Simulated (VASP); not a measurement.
# SnO in VASP: single point with PBE+D3(BJ)

Aim: the single point of SnO with PBE+D3(BJ).

Program: VASP 6.6.1. These are calculated values, not measurements. Logs are shortened: lines on timing, memory, paths and dates and some standing lists are left out, and cuts for length are marked.

## 1. The cell of the first run

The cell holds a slab with vacuum, 8 atoms: a = 3.820 Å, b = 3.820 Å, c = 22.226 Å, α = 90.00°, β = 90.00°, γ = 90.00°.

## 2. Single point, PBE+D3(BJ)

INCAR reads:

```
ALGO     = Normal         # electronic algorithm
DIPOL    = 0.5 0.5 0.408
EDIFF    = 1E-6           # SCF threshold, eV
ENCUT    = 520            # plane-wave cutoff, eV
GGA      = PE             # functional
IDIPOL   = 3            
ISIF     = 2              # what is computed and relaxed
ISMEAR   = 0              # smearing method
IVDW     = 12             # dispersion correction
LASPH    = T              # aspherical terms in the spheres
LCHARG   = F              # write CHGCAR
LDIPOL   = T            
LREAL    = F              # projectors in reciprocal space
LWAVE    = F              # write WAVECAR
NBANDS   = 50             # bands
NELM     = 100            # most SCF steps
PREC     = Accurate       # precision mode
SIGMA    = 0.05           # smearing width, eV
```

KPOINTS reads:

```
k-points
0
Gamma
  7 7 1
```

POSCAR reads:

```
SnO
1.0
    3.8201636883      0.0000000000      0.0000000000
    0.0000000000      3.8201636883      0.0000000000
    0.0000000000      0.0000000000     22.2260802162
Sn O
4 4
Direct
    0.7500000000      0.2500000000      0.2024648501
    0.2500000000      0.7500000000      0.3087831971
    0.2500000000      1.2500000000      0.5067488283
    0.7500000000      0.7500000000      0.6130671753
    0.2500000000      0.2500000000      0.2556240236
    0.7500000000      0.7500000000      0.2556240236
    0.7500000000      1.2500000000      0.5599080018
    0.2500000000      0.7500000000      0.5599080018
```

Potentials or basis: VASP PAW PBE potentials, release 64 (Sn_d, O).

On the command line:

```sh
cat potpaw_PBE.64/Sn_d/POTCAR potpaw_PBE.64/O/POTCAR > POTCAR
mpirun -np 1 vasp_std > vasp.out
```

OUTCAR:

```text
EDIFF = 1E-6
   ENCUT = 520
   GGA = PE
   ISIF = 2
   ISMEAR = 0
   IVDW = 12
   LASPH = T
   LREAL = F
   NELM = 100
   PREC = Accurate
 IVDW          = 12

 ion  position               nearest neighbor table
   1  0.750  0.250  0.202-   5 2.25   6 2.25   6 2.25   5 2.25   2 3.59   2 3.59   2 3.59   2 3.59

   2  0.250  0.750  0.309-   5 2.25   6 2.25   5 2.25   6 2.25   1 3.59   1 3.59   1 3.59   1 3.59

   3  0.250  0.250  0.507-   7 2.25   8 2.25   8 2.25   7 2.25   4 3.59   4 3.59   4 3.59   4 3.59

   4  0.750  0.750  0.613-   7 2.25   8 2.25   7 2.25   8 2.25   3 3.59   3 3.59   3 3.59   3 3.59

   5  0.250  0.250  0.256-   1 2.25   2 2.25   2 2.25   1 2.25
   6  0.750  0.750  0.256-   1 2.25   2 2.25   1 2.25   2 2.25
   7  0.750  0.250  0.560-   3 2.25   3 2.25   4 2.25   4 2.25
   8  0.250  0.750  0.560-   3 2.25   3 2.25   4 2.25   4 2.25

  LATTYP: Found a simple tetragonal cell.
 ALAT       =     3.8201636883
 C/A-ratio  =     5.8180962989

  Lattice vectors:

 A1 = (   3.8201636883,   0.0000000000,   0.0000000000)
 A2 = (   0.0000000000,   3.8201636883,   0.0000000000)
 A3 = (   0.0000000000,   0.0000000000,  22.2260802162)

Analysis of symmetry for initial positions (statically):
=====================================================================
 Subroutine PRICEL returns:
 Original cell was already a primitive cell.

 Routine SETGRP: Setting up the symmetry group for a
 simple tetragonal supercell.

 Subroutine GETGRP returns: Found  8 space group operations
 (whereof  1 operations were pure point group operations)
 out of a pool of 16 trial point group operations.

The static configuration has the point symmetry C_1 .
 The point group associated with its full space group is D_2h.

Analysis of symmetry for dynamics (positions and initial velocities):
=====================================================================
 Subroutine PRICEL returns:
 Original cell was already a primitive cell.

 Routine SETGRP: Setting up the symmetry group for a
 simple tetragonal supercell.

 Subroutine GETGRP returns: Found  8 space group operations
 (whereof  1 operations were pure point group operations)
 out of a pool of 16 trial point group operations.

The dynamic configuration has the point symmetry C_1 .
 The point group associated with its full space group is D_2h.

 Subroutine INISYM returns: Found  8 space group operations
 (whereof  1 operations are pure point group operations),
 and found     1 'primitive' translations

----------------------------------------------------------------------------------------

                                     Primitive cell

  volume of cell :     324.3596

  direct lattice vectors                    reciprocal lattice vectors
     3.820163688  0.000000000  0.000000000     0.261768888  0.000000000  0.000000000
     0.000000000  3.820163688  0.000000000     0.000000000  0.261768888  0.000000000
     0.000000000  0.000000000 22.226080216     0.000000000  0.000000000  0.044992189

  length of vectors
     3.820163688  3.820163688 22.226080216     0.261768888  0.261768888  0.044992189

  position of ions in fractional coordinates (direct lattice)
     0.750000000  0.250000000  0.202464850
     0.250000000  0.750000000  0.308783197
     0.250000000  0.250000000  0.506748828
     0.750000000  0.750000000  0.613067175
     0.250000000  0.250000000  0.255624024
     0.750000000  0.750000000  0.255624024
     0.750000000  0.250000000  0.559908002
     0.250000000  0.750000000  0.559908002

  ion indices of the primitive-cell ions
   primitive index   ion index
                 1           1
                 2           2
                 3           3
                 4           4
                 5           5
                 6           6
                 7           7
                 8           8

----------------------------------------------------------------------------------------

 KPOINTS: k-points

Automatic generation of k-mesh.
 Grid dimensions read from file:
 generate k-points for:    7    7    1

 Generating k-lattice:

  Cartesian coordinates                     Fractional coordinates (reciprocal lattice)
     0.037395555  0.000000000  0.000000000     0.142857143  0.000000000  0.000000000
     0.000000000  0.037395555  0.000000000     0.000000000  0.142857143  0.000000000
     0.000000000  0.000000000  0.044992189     0.000000000  0.000000000  1.000000000

  Length of vectors
     0.037395555  0.037395555  0.044992189

  Shift w.r.t. Gamma in fractional coordinates (k-lattice)
     0.000000000  0.000000000  0.000000000

 Subroutine IBZKPT returns following result:
 ===========================================

 Found     16 irreducible k-points:

 Following reciprocal coordinates:
            Coordinates               Weight
  0.000000  0.000000  0.000000      1.000000
  0.142857  0.000000  0.000000      2.000000
  0.000000  0.142857  0.000000      2.000000
  0.285714  0.000000  0.000000      2.000000
  0.000000  0.285714  0.000000      2.000000
  0.428571  0.000000  0.000000      2.000000
[... 8 lines left out ...]
 -0.285714  0.428571  0.000000      4.000000
  0.428571  0.428571  0.000000      4.000000
   k-points           NKPTS =     16   k-points in BZ     NKDIM =     16   number of bands    NBANDS=     50
   number of dos      NEDOS =    301   number of ions     NIONS =      8
   total plane-waves  NPLWV = 131712
   dimension x,y,z NGX =    28 NGY =   28 NGZ =  168
   dimension x,y,z NGXF=    56 NGYF=   56 NGZF=  336
   ions per type =               4   4
   NGX,Y,Z   is equivalent  to a cutoff of  12.19, 12.19, 12.57 a.u.
   NGXF,Y,Z  is equivalent  to a cutoff of  24.37, 24.37, 25.13 a.u.
 SYSTEM =  unknown system
   PREC   = accura    normal or accurate (medium, high low for compatibility)
   ISTART =      0    job   : 0-new  1-cont  2-samecut
   ICHARG =      2    charge: 1-file 2-atom 10-const
   ISPIN  =      1    spin polarized calculation?
   LNONCOLLINEAR =      F non collinear calculations
   LSORBIT =      F    spin-orbit coupling
   LASPH  =      T    aspherical Exc in radial PAW
   ENCUT  =  520.0 eV  38.22 Ry    6.18 a.u.   7.10  7.10 41.33*2*pi/ulx,y,z
   NELM   =    100;   NELMIN=  2; NELMDL= -5     # of ELM steps
   EDIFF  = 0.1E-05   stopping-criterion for ELM
   LREAL  =      F    real-space projection
   EDIFFG = 0.1E-04   stopping-criterion for IOM
   NSW    =      0    number of steps for IOM
   IBRION =     -1    ionic relax: 0-MD 1-quasi-New 2-CG
   NFREE  =      0    steps in history (QN), initial steepest desc. (CG)
   ISIF   =      2    stress and relaxation
   ISYM   =      2    0-nonsym 1-usesym 2-fastsym
   POTIM  = 0.5000    time-step for ionic-motion
   TEBEG  =    0.0;   TEEND  =   0.0 temperature during run
   PSTRESS=    0.0 pullay stress
   NELECT =      80.0000    total number of electrons
   NUPDOWN=      -1.0000    fix difference up-down
   EMIN   =  10.00;   EMAX   =-10.00  energy-range for DOS
   EFERMI =   0.00;   METHOD = LEGACY
   ISMEAR =     0;   SIGMA  =   0.05  broadening in eV -4-tet -1-fermi 0-gaus
   EFERMI_NEDOS =   21; number of points for ismear=-14 and -15
   IALGO  =     38    algorithm
   IMIX   =      4    mixing-type and parameters
     AMIX     =   0.40;   BMIX     =  1.00
     AMIX_MAG =   1.60;   BMIX_MAG =  1.00
  volume/ion in A,a.u.               =      40.54       273.61
  Fermi-wavevector in a.u.,A,eV,Ry     =   1.026666  1.940118 14.341129  1.054043
  Thomas-Fermi vector in A             =   2.160571
   LORBIT       =      0    0 simple, 1 ext, 2 COOP (PROOUT), +10 PAW based schemes
   GGA     = PE    functional components
   LHFCALC =     F    Hartree Fock is set to
   AEXX    =    0.0000 exact exchange contribution
   IVDW    =    12    specifies the selected vdW correction
   LEPSILON=     F    determine dielectric tensor
   LRPA    =     F    only Hartree local field effects (RPA)
 non-spin polarized calculation
 Gauss-broadening in eV      SIGMA  =   0.05
  energy-cutoff  :      520.00
  volume of cell :      324.36
 maximum number of plane-waves:      8769
   NGX = 15   NGY = 15   NGZ = 83

 dipolmoment           0.000000      0.000000      0.000004 electrons x Angstroem

 number of electron      79.9999970 magnetization

 dipolmoment           0.000000      0.000000     -0.000000 electrons x Angstroem

 Free energy of the ion-electron system (eV)
  ---------------------------------------------------
  ext. energy  EPLUGINS =         0.00000000
  ---------------------------------------------------
  free energy    TOTEN  =       -45.17327013 eV

  energy without entropy =      -45.17327013  energy(sigma->0) =      -45.17327013

 E-fermi :   0.0456     XC(G=0):  -5.3412

 val. band max:       -0.2560963783   @ k =   0.1429   0.0000   0.0000
 cond. band min:       2.3307002231   @ k =   0.0000   0.0000   0.0000
 fundamental gap:      2.5867966014
 Fermi energy:         0.0456429539

 k-point     1 :       0.0000    0.0000    0.0000
  band No.  band energies     occupation
      1     -21.0540      2.00000
      2     -21.0540      2.00000
      3     -20.6934      2.00000
      4     -20.6934      2.00000
      5     -20.6556      2.00000
      6     -20.6554      2.00000
[... 42 lines left out ...]
     49       5.2130      0.00000
     50       5.2182      0.00000

 k-point     2 :       0.1429    0.0000    0.0000
  band No.  band energies     occupation
      1     -21.0451      2.00000
      2     -21.0451      2.00000
      3     -20.6940      2.00000
      4     -20.6940      2.00000
      5     -20.6572      2.00000
      6     -20.6569      2.00000
[... 42 lines left out ...]
     49       5.3955      0.00000
     50       5.4961      0.00000

 k-point     3 :       0.0000    0.1429    0.0000
  band No.  band energies     occupation
      1     -21.0451      2.00000
      2     -21.0451      2.00000
      3     -20.6940      2.00000
      4     -20.6940      2.00000
      5     -20.6574      2.00000
      6     -20.6572      2.00000
[... 42 lines left out ...]
     49       5.3888      0.00000
     50       5.4831      0.00000

 k-point     4 :       0.2857    0.0000    0.0000
  band No.  band energies     occupation
      1     -21.0201      2.00000
      2     -21.0201      2.00000
      3     -20.7904      2.00000
      4     -20.7903      2.00000
      5     -20.6615      2.00000
      6     -20.6613      2.00000
[... 575 lines left out ...]
 k-point    15 :      -0.2857    0.4286    0.0000
  band No.  band energies     occupation
      1     -20.9890      2.00000
      2     -20.9889      2.00000
      3     -20.9468      2.00000
      4     -20.9468      2.00000
      5     -20.6584      2.00000
      6     -20.6584      2.00000
[... 42 lines left out ...]
     49       5.8285      0.00000
     50       6.1316      0.00000

 k-point    16 :       0.4286    0.4286    0.0000
  band No.  band energies     occupation
      1     -20.9947      2.00000
      2     -20.9947      2.00000
      3     -20.9808      2.00000
      4     -20.9808      2.00000
      5     -20.6604      2.00000
      6     -20.6603      2.00000
[... 42 lines left out ...]
     49       6.3270      0.00000
     50       6.3508      0.00000

------------------------ aborting loop because EDIFF is reached ----------------------------------------

 vacuum level on the upper side and lower side of the slab       (xc-potential included)        -0.153        -0.153

 Edisp (eV)   -1.22227

 E8    (eV) :    -0.5404

  FORCE on cell =-STRESS in cart. coord.  units (eV):
  Direction    XX          YY          ZZ          XY          YZ          ZX
  --------------------------------------------------------------------------------------
  -------------------------------------------------------------------------------------
  Total       0.15476     0.20178    -0.12586     0.00000     0.00000     0.00000
  in kB       0.76446     0.99669    -0.62170     0.00000     0.00000     0.00000
  external pressure =        0.38 kB  Pullay stress =        0.00 kB

 VOLUME and BASIS-vectors are now :
 -----------------------------------------------------------------------------
  energy-cutoff  :      520.00
  volume of cell :      324.36
      direct lattice vectors                 reciprocal lattice vectors
     3.820163688  0.000000000  0.000000000     0.261768888  0.000000000  0.000000000
     0.000000000  3.820163688  0.000000000     0.000000000  0.261768888  0.000000000
     0.000000000  0.000000000 22.226080216     0.000000000  0.000000000  0.044992189

 POSITION                                       TOTAL-FORCE (eV/Angst)
 -----------------------------------------------------------------------------------
      2.86512      0.95504      4.50000         0.000000     -0.000000     -0.084110
      0.95504      2.86512      6.86304         0.000000      0.000000      0.148349
      0.95504      0.95504     11.26304         0.000000      0.000000     -0.148349
      2.86512      2.86512     13.62608         0.000000     -0.000000      0.084110
      0.95504      0.95504      5.68152         0.000000      0.000000      0.006109
      2.86512      2.86512      5.68152         0.000000     -0.000000      0.006349
      2.86512      0.95504     12.44456         0.000000     -0.000000     -0.006349
      0.95504      2.86512     12.44456         0.000000     -0.000000     -0.006109
 -----------------------------------------------------------------------------------
    total drift:                                0.000000      0.000000     -0.000002

  FREE ENERGIE OF THE ION-ELECTRON SYSTEM (eV)
  ---------------------------------------------------
  free  energy   TOTEN  =       -46.3955449819 eV

  energy  without entropy=      -46.3955449819  energy(sigma->0) =      -46.39554498

 vacuum level on the upper side and lower side of the slab         4.789         4.789
```

It took 6.1 min on 1 thread of AMD EPYC 7R13 (Zen 3), shared host; peak memory 0.42 GiB.

What came out:

| Item | Value |
| --- | --- |
| Free energy | -46.3955 eV |
| Largest force | 0.148 eV/Å |
| Band gap on the k mesh | 2.59 eV, indirect (least direct gap 2.61 eV) |
| Dispersion energy per atom | -0.153 eV |

Forces in eV/Å, atoms in the order of the input:
```
Sn   0.000  0.000 -0.084
Sn   0.000  0.000  0.148
Sn   0.000  0.000 -0.148
Sn   0.000  0.000  0.084
O    0.000  0.000  0.006
O    0.000  0.000  0.006
O    0.000  0.000 -0.006
O    0.000  0.000 -0.006
```

Levels at points of the mesh, in eV from the valence-band top:
```
           k point  band 38  band 39  band 40  band 41  band 42  band 43
(0.00, 0.00, 0.00)    -1.89    -0.50    -0.03     2.59     2.92     2.92
```

Caveat: spin-orbit coupling is left out, which moves the levels of the heavy elements.
